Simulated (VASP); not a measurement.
# WC (Fm-3m) in VASP: further runs

Runs on WC. Level: LDA. Tasks: single point.

All numbers are computed with VASP 6.6.1; they aren't measurements. Logs are shortened: lines on timing, memory, paths and dates and some standing lists are left out, and cuts for length are marked.

## 1. The cell of the first run

The structure is cubic, space group Fm-3m (No. 225). The conventional cell has a = 4.346 Å, b = 4.346 Å, c = 4.346 Å, α = 90.00°, β = 90.00°, γ = 90.00°. W (site symmetry m-3m) has 6 C at 2.17 Å within 2.9 Å. Within 2.9 Å of C (site symmetry m-3m) lie 6 W at 2.17 Å.

## 2. Single point, LDA

Input file INCAR:

```
SYSTEM = WC
  PREC = Accurate
  ENCUT = 520
  EDIFF = 1E-7
  ISMEAR = 1
  SIGMA = 0.1
  LREAL = .False.
  LASPH = .True.
  NELM = 80
  ALGO = Normal
  ISIF = 2
  LWAVE = .False.
  LCHARG = .True.
  LELF = .True.
  LVHAR = .True.
  NBANDS = 16
```

Input file KPOINTS:

```
Automatic mesh
0
Gamma
  11 11 11
  0 0 0
```

Input file POSCAR:

```
WC
1.0
    0.0000000000      2.1730176133      2.1730176133
    2.1730176133      0.0000000000      2.1730176133
    2.1730176133      2.1730176133      0.0000000000
W C
1 1
Direct
    0.0000000000      0.0000000000      0.0000000000
    0.5000000000      0.5000000000      0.5000000000
```

Potentials or basis: VASP PAW LDA potentials, release 64 (W_sv, C).

Run with:

```bash
> cat potpaw_LDA.64/W_sv/POTCAR potpaw_LDA.64/C/POTCAR > POTCAR
> mpirun -np 1 vasp_std > vasp.out
```

OUTCAR:

```text
SYSTEM = WC
   PREC = Accurate
   ENCUT = 520
   EDIFF = 1E-7
   ISMEAR = 1
   LREAL = .False.
   LASPH = .True.
   NELM = 80
   ISIF = 2

 ion  position               nearest neighbor table
   1  0.000  0.000  0.000-   2 2.17   2 2.17   2 2.17   2 2.17   2 2.17   2 2.17
   2  0.500  0.500  0.500-   1 2.17   1 2.17   1 2.17   1 2.17   1 2.17   1 2.17

  LATTYP: Found a face centered cubic cell.
 ALAT       =     4.3460352266

  Lattice vectors:

 A1 = (   0.0000000000,   2.1730176133,   2.1730176133)
 A2 = (   2.1730176133,   0.0000000000,   2.1730176133)
 A3 = (   2.1730176133,   2.1730176133,   0.0000000000)

Analysis of symmetry for initial positions (statically):
=====================================================================
 Subroutine PRICEL returns:
 Original cell was already a primitive cell.

 Routine SETGRP: Setting up the symmetry group for a
 face centered cubic supercell.

 Subroutine GETGRP returns: Found 48 space group operations
 (whereof 48 operations were pure point group operations)
 out of a pool of 48 trial point group operations.

The static configuration has the point symmetry O_h .

Analysis of symmetry for dynamics (positions and initial velocities):
=====================================================================
 Subroutine PRICEL returns:
 Original cell was already a primitive cell.

 Routine SETGRP: Setting up the symmetry group for a
 face centered cubic supercell.

 Subroutine GETGRP returns: Found 48 space group operations
 (whereof 48 operations were pure point group operations)
 out of a pool of 48 trial point group operations.

The dynamic configuration has the point symmetry O_h .

 Subroutine INISYM returns: Found 48 space group operations
 (whereof 48 operations are pure point group operations),
 and found     1 'primitive' translations

----------------------------------------------------------------------------------------

                                     Primitive cell

  volume of cell :      20.5220

  direct lattice vectors                    reciprocal lattice vectors
     0.000000000  2.173017613  2.173017613    -0.230094776  0.230094776  0.230094776
     2.173017613  0.000000000  2.173017613     0.230094776 -0.230094776  0.230094776
     2.173017613  2.173017613  0.000000000     0.230094776  0.230094776 -0.230094776

  length of vectors
     3.073110980  3.073110980  3.073110980     0.398535842  0.398535842  0.398535842

  position of ions in fractional coordinates (direct lattice)
     0.000000000  0.000000000  0.000000000
     0.500000000  0.500000000  0.500000000

  ion indices of the primitive-cell ions
   primitive index   ion index
                 1           1
                 2           2

----------------------------------------------------------------------------------------

 KPOINTS: Automatic mesh

Automatic generation of k-mesh.
 Grid dimensions read from file:
 generate k-points for:   11   11   11

 Generating k-lattice:

  Cartesian coordinates                     Fractional coordinates (reciprocal lattice)
    -0.020917707  0.020917707  0.020917707     0.090909091  0.000000000  0.000000000
     0.020917707 -0.020917707  0.020917707     0.000000000  0.090909091  0.000000000
     0.020917707  0.020917707 -0.020917707     0.000000000  0.000000000  0.090909091

  Length of vectors
     0.036230531  0.036230531  0.036230531

  Shift w.r.t. Gamma in fractional coordinates (k-lattice)
     0.000000000  0.000000000  0.000000000

 Subroutine IBZKPT returns following result:
 ===========================================

 Found     56 irreducible k-points:

 Following reciprocal coordinates:
            Coordinates               Weight
  0.000000  0.000000  0.000000      1.000000
  0.090909  0.000000  0.000000      8.000000
  0.181818  0.000000  0.000000      8.000000
  0.272727  0.000000  0.000000      8.000000
  0.363636  0.000000  0.000000      8.000000
  0.454545  0.000000  0.000000      8.000000
[... 16 lines left out ...]
 -0.272727  0.181818  0.000000     24.000000
 -0.181818  0.181818  0.000000     12.000000
 [... further k-points ...]
   k-points           NKPTS =     56   k-points in BZ     NKDIM =     56   number of bands    NBANDS=     16
   number of dos      NEDOS =    301   number of ions     NIONS =      2
   total plane-waves  NPLWV =  13824
   dimension x,y,z NGX =    24 NGY =   24 NGZ =   24
   dimension x,y,z NGXF=    48 NGYF=   48 NGZF=   48
   ions per type =               1   1
   NGX,Y,Z   is equivalent  to a cutoff of  12.98, 12.98, 12.98 a.u.
   NGXF,Y,Z  is equivalent  to a cutoff of  25.97, 25.97, 25.97 a.u.
 SYSTEM =  WC
   PREC   = accura    normal or accurate (medium, high low for compatibility)
   ISTART =      0    job   : 0-new  1-cont  2-samecut
   ICHARG =      2    charge: 1-file 2-atom 10-const
   ISPIN  =      1    spin polarized calculation?
   LNONCOLLINEAR =      F non collinear calculations
   LSORBIT =      F    spin-orbit coupling
   LASPH  =      T    aspherical Exc in radial PAW
   ENCUT  =  520.0 eV  38.22 Ry    6.18 a.u.   5.71  5.71  5.71*2*pi/ulx,y,z
   NELM   =     80;   NELMIN=  2; NELMDL= -5     # of ELM steps
   EDIFF  = 0.1E-06   stopping-criterion for ELM
   LREAL  =      F    real-space projection
   EDIFFG = 0.1E-05   stopping-criterion for IOM
   NSW    =      0    number of steps for IOM
   IBRION =     -1    ionic relax: 0-MD 1-quasi-New 2-CG
   NFREE  =      0    steps in history (QN), initial steepest desc. (CG)
   ISIF   =      2    stress and relaxation
   ISYM   =      2    0-nonsym 1-usesym 2-fastsym
   POTIM  = 0.5000    time-step for ionic-motion
   TEBEG  =    0.0;   TEEND  =   0.0 temperature during run
   PSTRESS=    0.0 pullay stress
   NELECT =      18.0000    total number of electrons
   NUPDOWN=      -1.0000    fix difference up-down
   EMIN   =  10.00;   EMAX   =-10.00  energy-range for DOS
   EFERMI =   0.00;   METHOD = LEGACY
   ISMEAR =     1;   SIGMA  =   0.10  broadening in eV -4-tet -1-fermi 0-gaus
   EFERMI_NEDOS =   21; number of points for ismear=-14 and -15
   IALGO  =     38    algorithm
   IMIX   =      4    mixing-type and parameters
     AMIX     =   0.40;   BMIX     =  1.00
     AMIX_MAG =   1.60;   BMIX_MAG =  1.00
  volume/ion in A,a.u.               =      10.26        69.24
  Fermi-wavevector in a.u.,A,eV,Ry     =   1.567085  2.961360 33.412560  2.455754
  Thomas-Fermi vector in A             =   2.669317
   LORBIT       =      0    0 simple, 1 ext, 2 COOP (PROOUT), +10 PAW based schemes
   GGA     = CA    functional components
   LHFCALC =     F    Hartree Fock is set to
   AEXX    =    0.0000 exact exchange contribution
   IVDW    =     0    specifies the selected vdW correction
   LEPSILON=     F    determine dielectric tensor
   LRPA    =     F    only Hartree local field effects (RPA)
 non-spin polarized calculation
 Methfessel and Paxton  Order N= 1 SIGMA  =   0.10
  energy-cutoff  :      520.00
  volume of cell :       20.52
 maximum number of plane-waves:       564
   NGX = 11   NGY = 11   NGZ = 11

 number of electron      18.0000000 magnetization

 Free energy of the ion-electron system (eV)
  ---------------------------------------------------
  ext. energy  EPLUGINS =         0.00000000
  ---------------------------------------------------
  free energy    TOTEN  =       -23.79122665 eV

  energy without entropy =      -23.79184077  energy(sigma->0) =      -23.79143136

 E-fermi :  12.7035     XC(G=0): -14.0433

 val. band max:       12.6936934923   @ k =   0.2727   0.2727   0.0000
 cond. band min:      12.7179133136   @ k =   0.4545   0.0909   0.0000
 fundamental gap:      0.0242198213
 Fermi energy:        12.7035003624

 k-point     1 :       0.0000    0.0000    0.0000
  band No.  band energies     occupation
      1     -62.2405      2.00000
      2     -26.4896      2.00000
      3     -26.4896      2.00000
      4     -26.4896      2.00000
      5      -3.1416      2.00000
      6       9.8429      2.00000
[... 8 lines left out ...]
     15      22.4054      0.00000
     16      36.5641      0.00000

 k-point     2 :       0.0909    0.0000    0.0000
  band No.  band energies     occupation
      1     -62.2371      2.00000
      2     -26.5447      2.00000
      3     -26.4955      2.00000
      4     -26.4955      2.00000
      5      -2.9000      2.00000
      6       9.0715      2.00000
[... 8 lines left out ...]
     15      22.9655      0.00000
     16      34.1736      0.00000

 k-point     3 :       0.1818    0.0000    0.0000
  band No.  band energies     occupation
      1     -62.2278      2.00000
      2     -26.6900      2.00000
      3     -26.5111      2.00000
      4     -26.5111      2.00000
      5      -2.2120      2.00000
      6       7.6043      2.00000
[... 8 lines left out ...]
     15      24.3121      0.00000
     16      31.2405      0.00000

 k-point     4 :       0.2727    0.0000    0.0000
  band No.  band energies     occupation
      1     -62.2157      2.00000
      2     -26.8753      2.00000
      3     -26.5314      2.00000
      4     -26.5314      2.00000
      5      -1.1767      2.00000
      6       6.0237      2.00000
[... 8 lines left out ...]
     15      25.3314      0.00000
     16      29.4018      0.00000
[... 324 lines left out ...]
 k-point    22 :      -0.3636    0.1818    0.0000
  band No.  band energies     occupation
      1     -62.1937      2.00000
      2     -27.0507      2.00000
      3     -26.7095      2.00000
      4     -26.5781      2.00000
      5       0.8333      2.00000
      6       3.8063      2.00000
[... 8 lines left out ...]
     15      25.3772      0.00000
     16      26.0754      0.00000

 k-point    23 :      -0.2727    0.1818    0.0000
  band No.  band energies     occupation
      1     -62.2011      2.00000
      2     -26.9628      2.00000
      3     -26.6935      2.00000
      4     -26.5479      2.00000
      5       0.0384      2.00000
      6       4.6048      2.00000
[... 8 lines left out ...]
     15      25.6262      0.00000
     16      26.1922      0.00000

 k-point    24 :      -0.1818    0.1818    0.0000
  band No.  band energies     occupation
      1     -62.2115      2.00000
      2     -26.8546      2.00000
      3     -26.6393      2.00000
      4     -26.5217      2.00000
      5      -0.9205      2.00000
      6       5.7229      2.00000
[... 8 lines left out ...]
     15      25.7233      0.00000
     16      26.7079      0.00000

 [... further k-points ...]

------------------------ aborting loop because EDIFF is reached ----------------------------------------

  FORCE on cell =-STRESS in cart. coord.  units (eV):
  Direction    XX          YY          ZZ          XY          YZ          ZX
  --------------------------------------------------------------------------------------
  -------------------------------------------------------------------------------------
  Total       -0.5125893     -0.5125893     -0.5125893      0.0000000     -0.0000000      0.0000000
  in kB      -40.0184587    -40.0184587    -40.0184587      0.0000000     -0.0000000      0.0000000
  external PRESSURE =     -40.0184587 kB  Pullay stress =       0.0000000 kB

 VOLUME and BASIS-vectors are now :
 -----------------------------------------------------------------------------
  energy-cutoff  :      520.00
  volume of cell :       20.52
      direct lattice vectors                 reciprocal lattice vectors
     0.000000000  2.173017613  2.173017613    -0.230094776  0.230094776  0.230094776
     2.173017613  0.000000000  2.173017613     0.230094776 -0.230094776  0.230094776
     2.173017613  2.173017613  0.000000000     0.230094776  0.230094776 -0.230094776

 POSITION                                       TOTAL-FORCE (eV/Angst)
 -----------------------------------------------------------------------------------
      0.00000      0.00000      0.00000         0.000000      0.000000     -0.000000
      2.17302      2.17302      2.17302        -0.000000      0.000000      0.000000
 -----------------------------------------------------------------------------------
    total drift:                                0.000000     -0.000000     -0.000000

  FREE ENERGIE OF THE ION-ELECTRON SYSTEM (eV)
  ---------------------------------------------------
  free  energy   TOTEN  =       -23.7912266517 eV

  energy  without entropy=      -23.7918407717  energy(sigma->0) =      -23.79143136
```

Run time: 5.9 s. Hardware: 1 thread of Intel Xeon 6975P-C (Granite Rapids), shared host; peak memory 0.14 GiB.

What came out:

```yaml
Free_energy: -23.7912 eV
Pressure: -4.0 GPa
Band_gap_on_the_k_mesh: zero (band 9 reaches 13.67 eV, above the bottom of band 10 at 10.49 eV)
```

Caveat: spin-orbit coupling is left out, which moves the levels of the heavy elements.

## 3. Single point, LDA

This run uses another cell than the first one, of 10.54 Å³/atom, 1.027 times its volume.

Input file INCAR:

```
  ALGO = Normal
  EDIFF = 1E-6
  ENCUT = 520
  GGA = CA
  ISIF = 2
  ISMEAR = 1
  LASPH = True
  LCHARG = True
  LELF = True
  LREAL = False
  LVHAR = True
  LWAVE = False
  NBANDS = 16
  NELM = 100
  PREC = Accurate
  SIGMA = 0.1
```

Input file KPOINTS:

```
k-points
0
Gamma
  11 11 11
```

Input file POSCAR:

```
WC
1.0
    0.0000000000      2.1926840000      2.1926840000
    2.1926840000      0.0000000000      2.1926840000
    2.1926840000      2.1926840000      0.0000000000
W C
1 1
Direct
    0.0000000000      0.0000000000      0.0000000000
    0.5000000000      0.5000000000      0.5000000000
```

Potentials or basis: VASP PAW LDA potentials, release 64 (W_sv, C).

Run with:

```bash
> cat potpaw_LDA.64/W_sv/POTCAR potpaw_LDA.64/C/POTCAR > POTCAR
> mpirun -np 1 vasp_std > vasp.out
```

Wall time 5.3 s (1 thread of Intel Xeon 6975P-C (Granite Rapids), shared host); peak memory 0.14 GiB.

It converged, with:

* Free energy: -23.7599 eV
* Pressure: -13.8 GPa
* Band gap on the k mesh: zero (band 9 reaches 13.19 eV, above the bottom of band 10 at 10.14 eV)

Levels at points of the mesh, in eV from the Fermi level:
```csv
k point,band 5,band 6,band 7,band 8,band 9,band 10,band 11,band 12,band 13,band 14
"(0.00, 0.00, 0.00)",-15.61,-2.76,-2.76,-2.76,-1.01,-1.01,-1.01,-0.98,-0.98,6.68
```

Caveat: spin-orbit coupling is left out, which moves the levels of the heavy elements.
